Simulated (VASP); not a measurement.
# HgTe in VASP: notebook

The runs below take HgTe through single point, with PBE, r2SCAN.

All numbers are computed with VASP 6.6.1; they aren't measurements. Logs are shortened: lines on timing, memory, paths and dates and some standing lists are left out, and cuts for length are marked.

## (1) The cell of the first run

It takes space group F-43m (No. 216, cubic). Conventional cell: a = 6.904 Å, b = 6.904 Å, c = 6.904 Å, α = 90.00°, β = 90.00°, γ = 90.00°. Hg (site symmetry -43m) has 4 Te at 2.99 Å within 3.9 Å. Te (site symmetry -43m) has 4 Hg at 2.99 Å within 3.9 Å.

## (2) Single point, PBE (strain +5.0%)

The input, INCAR:

```
ALGO = Normal
EDIFF = 1E-6
ENCUT = 520
GGA = PE
ISIF = 2
ISMEAR = -1
LASPH = True
LCHARG = False
LREAL = False
LWAVE = False
NBANDS = 16
NELM = 60
PREC = Accurate
SIGMA = 0.02
```

The input, KPOINTS:

```
k-points
0
Gamma
  6 6 6
```

The input, POSCAR:

```
HgTe
1.0
    0.0000000000      3.4519712026      3.4519712026
    3.4519712026      0.0000000000      3.4519712026
    3.4519712026      3.4519712026      0.0000000000
Hg Te
1 1
Direct
    0.0000000000      0.0000000000      0.0000000000
    0.2500000000      0.2500000000      0.2500000000
```

Potentials or basis: VASP PAW PBE potentials, release 64 (Hg, Te).

Launch:

```bash
cat potpaw_PBE.64/Hg/POTCAR potpaw_PBE.64/Te/POTCAR > POTCAR
mpirun -np 1 vasp_std > vasp.out
```

OUTCAR:

```text
EDIFF = 1E-6
   ENCUT = 520
   GGA = PE
   ISIF = 2
   ISMEAR = -1
   LASPH = True
   LREAL = False
   NELM = 60
   PREC = Accurate

 ion  position               nearest neighbor table
   1  0.000  0.000  0.000-   2 2.99   2 2.99   2 2.99   2 2.99
   2  0.250  0.250  0.250-   1 2.99   1 2.99   1 2.99   1 2.99

  LATTYP: Found a face centered cubic cell.
 ALAT       =     6.9039424052

  Lattice vectors:

 A1 = (   0.0000000000,   3.4519712026,   3.4519712026)
 A2 = (   3.4519712026,   0.0000000000,   3.4519712026)
 A3 = (   3.4519712026,   3.4519712026,   0.0000000000)

Analysis of symmetry for initial positions (statically):
=====================================================================
 Subroutine PRICEL returns:
 Original cell was already a primitive cell.

 Routine SETGRP: Setting up the symmetry group for a
 face centered cubic supercell.

 Subroutine GETGRP returns: Found 24 space group operations
 (whereof 24 operations were pure point group operations)
 out of a pool of 48 trial point group operations.

The static configuration has the point symmetry T_d .

Analysis of symmetry for dynamics (positions and initial velocities):
=====================================================================
 Subroutine PRICEL returns:
 Original cell was already a primitive cell.

 Routine SETGRP: Setting up the symmetry group for a
 face centered cubic supercell.

 Subroutine GETGRP returns: Found 24 space group operations
 (whereof 24 operations were pure point group operations)
 out of a pool of 48 trial point group operations.

The dynamic configuration has the point symmetry T_d .

 Subroutine INISYM returns: Found 24 space group operations
 (whereof 24 operations are pure point group operations),
 and found     1 'primitive' translations

----------------------------------------------------------------------------------------

                                     Primitive cell

  volume of cell :      82.2681

  direct lattice vectors                    reciprocal lattice vectors
     0.000000000  3.451971203  3.451971203    -0.144844777  0.144844777  0.144844777
     3.451971203  0.000000000  3.451971203     0.144844777 -0.144844777  0.144844777
     3.451971203  3.451971203  0.000000000     0.144844777  0.144844777 -0.144844777

  length of vectors
     4.881824492  4.881824492  4.881824492     0.250878513  0.250878513  0.250878513

  position of ions in fractional coordinates (direct lattice)
     0.000000000  0.000000000  0.000000000
[... 68 lines left out ...]
   NELM   =     60;   NELMIN=  2; NELMDL= -5     # of ELM steps
   EDIFF  = 0.1E-05   stopping-criterion for ELM
   LREAL  =      F    real-space projection
   EDIFFG = 0.1E-04   stopping-criterion for IOM
   NSW    =      0    number of steps for IOM
   IBRION =     -1    ionic relax: 0-MD 1-quasi-New 2-CG
   NFREE  =      0    steps in history (QN), initial steepest desc. (CG)
   ISIF   =      2    stress and relaxation
   ISYM   =      2    0-nonsym 1-usesym 2-fastsym
   POTIM  = 0.5000    time-step for ionic-motion
   TEBEG  =    0.0;   TEEND  =   0.0 temperature during run
   PSTRESS=    0.0 pullay stress
   NELECT =      18.0000    total number of electrons
   NUPDOWN=      -1.0000    fix difference up-down
   EMIN   =  10.00;   EMAX   =-10.00  energy-range for DOS
   EFERMI =   0.00;   METHOD = LEGACY
   ISMEAR =    -1;   SIGMA  =   0.02  broadening in eV -4-tet -1-fermi 0-gaus
   EFERMI_NEDOS =   21; number of points for ismear=-14 and -15
   IALGO  =     38    algorithm
   IMIX   =      4    mixing-type and parameters
     AMIX     =   0.40;   BMIX     =  1.00
     AMIX_MAG =   1.60;   BMIX_MAG =  1.00
  volume/ion in A,a.u.               =      41.13       277.59
  Fermi-wavevector in a.u.,A,eV,Ry     =   0.986480  1.864178 13.240425  0.973144
  Thomas-Fermi vector in A             =   2.117864
   LORBIT       =      0    0 simple, 1 ext, 2 COOP (PROOUT), +10 PAW based schemes
   GGA     = PE    functional components
   LHFCALC =     F    Hartree Fock is set to
   AEXX    =    0.0000 exact exchange contribution
   IVDW    =     0    specifies the selected vdW correction
   LEPSILON=     F    determine dielectric tensor
   LRPA    =     F    only Hartree local field effects (RPA)
 non-spin polarized calculation
  energy-cutoff  :      520.00
  volume of cell :       82.27
 maximum number of plane-waves:      2252
   NGX = 19   NGY = 19   NGZ = 19

 number of electron      18.0000001 magnetization

 Free energy of the ion-electron system (eV)
  ---------------------------------------------------
  ext. energy  EPLUGINS =         0.00000000
  ---------------------------------------------------
  free energy    TOTEN  =        -3.55988160 eV

  energy without entropy =       -3.55952650  energy(sigma->0) =       -3.55970405

 E-fermi :   1.2567     XC(G=0):  -7.8673

 val. band max:        1.2428360680   @ k =   0.0000   0.0000   0.0000
 cond. band min:       1.8355893788   @ k =   0.1667   0.0000   0.0000
 fundamental gap:      0.5927533108
 Fermi energy:         1.2567223413

 k-point     1 :       0.0000    0.0000    0.0000
  band No.  band energies     occupation
      1      -9.5489      2.00000
      2      -5.1626      2.00000
      3      -5.1626      2.00000
      4      -5.1626      2.00000
      5      -4.8402      2.00000
      6      -4.8402      2.00000
[... 281 lines left out ...]
      3      -4.9936      2.00000
      4      -4.9014      2.00000
      5      -4.8256      2.00000
      6      -4.5140      2.00000
[... 8 lines left out ...]
     15      11.5523      0.00000
     16      11.7618      0.00000

------------------------ aborting loop because EDIFF is reached ----------------------------------------

  FORCE on cell =-STRESS in cart. coord.  units (eV):
  Direction    XX          YY          ZZ          XY          YZ          ZX
  --------------------------------------------------------------------------------------
  -------------------------------------------------------------------------------------
  Total       -1.4380959     -1.4380959     -1.4380959      0.0000000      0.0000000     -0.0000000
  in kB      -28.0070231    -28.0070231    -28.0070231      0.0000000      0.0000000     -0.0000000
  external PRESSURE =     -28.0070231 kB  Pullay stress =       0.0000000 kB

 VOLUME and BASIS-vectors are now :
 -----------------------------------------------------------------------------
  energy-cutoff  :      520.00
  volume of cell :       82.27
      direct lattice vectors                 reciprocal lattice vectors
     0.000000000  3.451971203  3.451971203    -0.144844777  0.144844777  0.144844777
     3.451971203  0.000000000  3.451971203     0.144844777 -0.144844777  0.144844777
     3.451971203  3.451971203  0.000000000     0.144844777  0.144844777 -0.144844777

 POSITION                                       TOTAL-FORCE (eV/Angst)
 -----------------------------------------------------------------------------------
      0.00000      0.00000      0.00000         0.000000      0.000000      0.000000
      1.72599      1.72599      1.72599        -0.000000     -0.000000     -0.000000
 -----------------------------------------------------------------------------------
    total drift:                               -0.000000     -0.000000     -0.000000

  FREE ENERGIE OF THE ION-ELECTRON SYSTEM (eV)
  ---------------------------------------------------
  free  energy   TOTEN  =        -3.5598815950 eV

  energy  without entropy=       -3.5595264992  energy(sigma->0) =       -3.55970405
```

Run time: 14 s. Hardware: 1 thread of Intel Xeon 8259CL, shared host; peak memory 0.22 GiB.

Results:

| Quantity | Value |
| --- | --- |
| Free energy | -3.5599 eV |
| Pressure | -2.8 GPa |
| Band gap on the k mesh | zero (filled and empty bands touch) |

Caveat: the cell differs from its parent crystal (strain +5.0%); semilocal functionals underestimate gaps, and a narrow one can read as zero; spin-orbit coupling is left out, which moves the levels of the heavy elements.

## (3) Single point, r2SCAN (strain +5.0%)

POSCAR is that of step 2.

The input, INCAR.step1:

```
SYSTEM = HgTe
PREC = Accurate
ENCUT = 520
ISMEAR = -1
SIGMA = 0.02
LREAL = .False.
LASPH = .True.
NELM = 80
NBANDS = 16
GGA = PE
ALGO = Normal
EDIFF = 1E-4
LWAVE = .True.
LCHARG = .False.
```

The input, INCAR.step2:

```
SYSTEM = HgTe
PREC = Accurate
ENCUT = 520
EDIFF = 1E-6
ISMEAR = -1
SIGMA = 0.02
LREAL = .False.
LASPH = .True.
NELM = 80
ALGO = Normal
ISIF = 2
LWAVE = .False.
LCHARG = .True.
METAGGA = R2SCAN
LMIXTAU = .True.
LELF = .True.
LVHAR = .True.
NBANDS = 16
ISTART = 1
```

The input, KPOINTS:

```
Automatic mesh
0
Gamma
  6 6 6
  0 0 0
```

Potentials or basis: VASP PAW PBE potentials, release 64 (Hg, Te).

Launch:

```bash
cat potpaw_PBE.64/Hg/POTCAR potpaw_PBE.64/Te/POTCAR > POTCAR
cp INCAR.step1 INCAR
mpirun -np 1 vasp_std > vasp.out
cp INCAR.step2 INCAR
mpirun -np 1 vasp_std > vasp.out
```

Run time: 54 s. Hardware: 1 thread of Intel Xeon 8259CL, shared host; peak memory 0.22 GiB.

The run converged. Its results:

```yaml
Free_energy: -74.9966 eV
Pressure: -4.0 GPa
Band_gap_on_the_k_mesh: zero (filled and empty bands touch)
```

Levels at points of the mesh, in eV from the Fermi level:
| k point | band 6 | band 7 | band 8 | band 9 | band 10 | band 11 | band 12 | band 13 |
| --- | --- | --- | --- | --- | --- | --- | --- | --- |
| (0.00, 0.00, 0.00) | -6.33 | -0.90 | -0.01 | -0.01 | -0.01 | 4.87 | 4.87 | 4.87 |
| (0.50, 0.00, 0.00) | -6.13 | -4.45 | -0.69 | -0.69 | 0.88 | 5.52 | 5.52 | 6.83 |
| (0.50, 0.50, 0.00) | -6.04 | -4.56 | -1.60 | -1.60 | 2.02 | 3.18 | 7.97 | 8.59 |

Caveat: the cell differs from its parent crystal (strain +5.0%); the cell stands under tension; semilocal functionals underestimate gaps, and a narrow one can read as zero; the PAW data sets were made with another functional, which shifts forces and pressure a little; spin-orbit coupling is left out, which moves the levels of the heavy elements.

## (4) Single point, PBE (strain along [111] -2.1%)

The input, INCAR:

```
PREC = Accurate
ENCUT = 520
EDIFF = 1E-6
ISMEAR = -1
SIGMA = 0.02
LREAL = F
LASPH = T
NELM = 80
ALGO = Normal
ISIF = 2
LWAVE = F
LCHARG = T
GGA = PE
LELF = T
LVHAR = T
NBANDS = 16
```

The input, KPOINTS:

```
regular mesh
0
Gamma
  6 6 6
```

The input, POSCAR:

```
HgTe
1.0
   -0.0471445964      3.2420132908      3.2420132908
    3.2420132908     -0.0471445964      3.2420132908
    3.2420132908      3.2420132908     -0.0471445964
Hg Te
1 1
Direct
   -0.0016857193     -0.0016857193     -0.0016857193
    0.2516857193      0.2516857193      0.2516857193
```

Launch:

```bash
cat potpaw_PBE.64/Hg/POTCAR potpaw_PBE.64/Te/POTCAR > POTCAR
mpirun -np 1 vasp_std > vasp.out
```

It took 29 s on 1 thread of Intel Xeon 8259CL, shared host; peak memory 0.22 GiB.

Results (log left out):

| Item | Value |
| --- | --- |
| Free energy | -3.6108 eV |
| Pressure | 2.3 GPa |
| Band gap on the k mesh | 0.09 eV |

Forces in eV/Å, atoms in the order of the input:
```
Hg  -0.001 -0.001 -0.001
Te   0.001  0.001  0.001
```

Stress tensor (GPa, compression positive):
```
2.26 0.25 0.25
0.25 2.26 0.25
0.25 0.25 2.26
```

Levels at points of the mesh, in eV from the valence-band top:
```csv
k point,band 6,band 7,band 8,band 9,band 10,band 11,band 12,band 13
"(0.00, 0.00, 0.00)",-6.66,-0.78,0.00,0.00,0.09,4.25,4.25,4.44
"(0.50, 0.00, 0.00)",-6.38,-5.28,-0.93,-0.83,0.79,5.11,5.13,6.89
"(0.50, 0.50, 0.00)",-6.24,-5.24,-2.17,-2.05,1.92,2.62,8.10,8.77
"(0.50, 0.50, 0.50)",-6.34,-5.19,-0.95,-0.95,0.56,5.00,5.00,6.86
```

Caveat: the cell differs from its parent crystal (strain along [111] -2.1%); spin-orbit coupling is left out, which moves the levels of the heavy elements. A k mesh can miss the band edges.

## (5) Single point, PBE (shear xy strain +5.1%)

The input, INCAR:

```
PREC     = Accurate       # precision mode
ENCUT    = 520            # plane-wave cutoff, eV
EDIFF    = 1E-7           # SCF threshold, eV
ISMEAR   = -1             # smearing method
SIGMA    = 0.02           # smearing width, eV
LREAL    = F              # projectors in reciprocal space
LASPH    = T              # aspherical terms in the spheres
NELM     = 60             # most SCF steps
ALGO     = Normal         # electronic algorithm
ISIF     = 2              # what is computed and relaxed
LWAVE    = F              # write WAVECAR
LCHARG   = F              # write CHGCAR
GGA      = PE             # functional
NBANDS   = 16             # bands
```

The input, KPOINTS:

```
Automatic mesh
0
Gamma
  6 6 6
```

The input, POSCAR:

```
HgTe
1.0
    0.0840379840      3.2891578872      3.2891578872
    3.2891578872      0.0840379840      3.2891578872
    3.3731958712      3.3731958712      0.0000000000
Hg Te
1 1
Direct
    0.0053906256      0.0053906256     -0.0053906256
    0.2446093744      0.2446093744      0.2553906256
```

Launch:

```bash
cat potpaw_PBE.64/Hg/POTCAR potpaw_PBE.64/Te/POTCAR > POTCAR
mpirun -np 1 vasp_std > vasp.out
```

Wall time 39 s (1 thread of Intel Xeon 8259CL, shared host); peak memory 0.23 GiB.

Results (log left out):

```
Free energy            : -3.6197 eV
Pressure               : 1.3 GPa
Largest force          : 0.009 eV/Å
Band gap on the k mesh : 0.10 eV
```

Forces on the atoms (eV/Å):
```
Hg   0.000  0.000  0.009
Te   0.000  0.000 -0.009
```

Stress tensor (GPa, compression positive):
```
 1.31 -0.97  0.00
-0.97  1.31  0.00
 0.00  0.00  1.34
```

Levels at points of the mesh, in eV from the valence-band top:
```tsv
k point	band 5	band 6	band 7	band 8	band 9	band 10	band 11	band 12	band 13	band 14
(0.00, 0.00, 0.00)	-6.60	-6.59	-0.89	-0.11	0.00	0.10	4.12	4.34	4.55	6.52
(0.50, 0.00, 0.00)	-6.56	-6.29	-5.08	-1.03	-0.86	0.50	4.96	5.00	6.82	7.87
(0.50, 0.50, 0.00)	-6.54	-6.20	-5.16	-2.25	-1.84	1.75	2.79	8.04	8.59	8.72
(0.00, 0.00, 0.50)	-6.57	-6.35	-5.22	-0.91	-0.73	0.89	5.18	5.19	6.81	7.78
(0.50, 0.00, 0.50)	-6.54	-6.20	-5.14	-2.05	-2.05	1.90	2.62	7.82	8.56	8.84
```

Caveat: the cell differs from its parent crystal (shear xy strain +5.1%); spin-orbit coupling is left out, which moves the levels of the heavy elements. A k mesh can miss the band edges.

## (6) Single point, r2SCAN (strain along [111] -2.1%)

The input, POSCAR:

```
HgTe
1.0
   -0.0471445964      3.2420132908      3.2420132908
    3.2420132908     -0.0471445964      3.2420132908
    3.2420132908      3.2420132908     -0.0471445964
Hg Te
1 1
Direct
   -0.0016857193     -0.0016857193     -0.0016857193
    0.2516857193      0.2516857193      0.2516857193
```

INCAR.step1, as its differences from that of step 3:

```diff
@@ -7,3 +7,3 @@
 LASPH = .True.
-NELM = 80
+NELM = 100
 NBANDS = 16
```

INCAR.step2, as its differences from that of step 3:

```diff
@@ -8,3 +8,3 @@
 LASPH = .True.
-NELM = 80
+NELM = 100
 ALGO = Normal
```

The input, KPOINTS:

```
regular mesh
0
Gamma
  6 6 6
  0 0 0
```

Potentials or basis: VASP PAW PBE potentials, release 64 (Hg, Te).

Launch:

```bash
cat potpaw_PBE.64/Hg/POTCAR potpaw_PBE.64/Te/POTCAR > POTCAR
cp INCAR.step1 INCAR
mpirun -np 1 vasp_std > vasp.out
cp INCAR.step2 INCAR
mpirun -np 1 vasp_std > vasp.out
```

It took 1.8 min on 1 thread of Intel Xeon 8259CL, shared host; peak memory 0.23 GiB.

Results (log left out):

| Property | Result |
| --- | --- |
| Free energy | -75.1469 eV |
| Pressure | 0.9 GPa |
| Band gap on the k mesh | 0.09 eV |

Stress tensor (GPa, compression positive):
```
0.93 0.26 0.26
0.26 0.93 0.26
0.26 0.26 0.93
```

Levels at points of the mesh, in eV from the valence-band top:
| k point | band 7 | band 8 | band 9 | band 10 | band 11 | band 12 |
| --- | --- | --- | --- | --- | --- | --- |
| (0.00, 0.00, 0.00) | -0.48 | 0.00 | 0.00 | 0.09 | 4.59 | 4.59 |
| (0.50, 0.00, 0.00) | -5.43 | -0.96 | -0.86 | 1.04 | 5.46 | 5.48 |
| (0.50, 0.50, 0.00) | -5.38 | -2.25 | -2.13 | 2.10 | 2.86 | 8.58 |
| (0.50, 0.50, 0.50) | -5.34 | -0.98 | -0.98 | 0.79 | 5.34 | 5.34 |

Caveat: the cell differs from its parent crystal (strain along [111] -2.1%); the PAW data sets were made with another functional, which shifts forces and pressure a little; spin-orbit coupling is left out, which moves the levels of the heavy elements.

## (7) Summary

```csv
level,cell,gap on the mesh (eV),pressure (GPa)
PBE,"a = 4.882 Å, angles 60.0°, 2 atoms, strain +5.0%",none,-2.8
r2SCAN,"a = 4.882 Å, angles 60.0°, 2 atoms, strain +5.0%",none,-4.0
PBE,"a = 4.585 Å, angles 61.0°, 2 atoms, strain along [111] -2.1%",0.09,2.3
PBE,"a = 4.652, b = 4.652, c = 4.770 Å, angles 59.2, 59.2, 58.3°, 2 atoms, shear xy strain +5.1%",0.10,1.3
r2SCAN,"a = 4.585 Å, angles 61.0°, 2 atoms, strain along [111] -2.1%",0.09,0.9
```

Alike in all rows: task single point; potentials or basis VASP PAW PBE potentials, release 64 (Hg, Te); no spin polarisation; k mesh 6 × 6 × 6; cutoff (eV) 520; smearing fermi-dirac 0.02 eV.

Caveats: spin-orbit coupling is left out, which moves the levels of the heavy elements; semilocal functionals underestimate gaps, and a narrow one can read as zero (at least some runs); the PAW data sets were made with another functional, which shifts forces and pressure a little (at least some runs); the cell stands under tension (at least some runs).

Total energies depend on the potentials used, so only differences within one code and one set of settings carry meaning.

The gap in the log of VASP goes by the Fermi energy; the results here count the filled bands.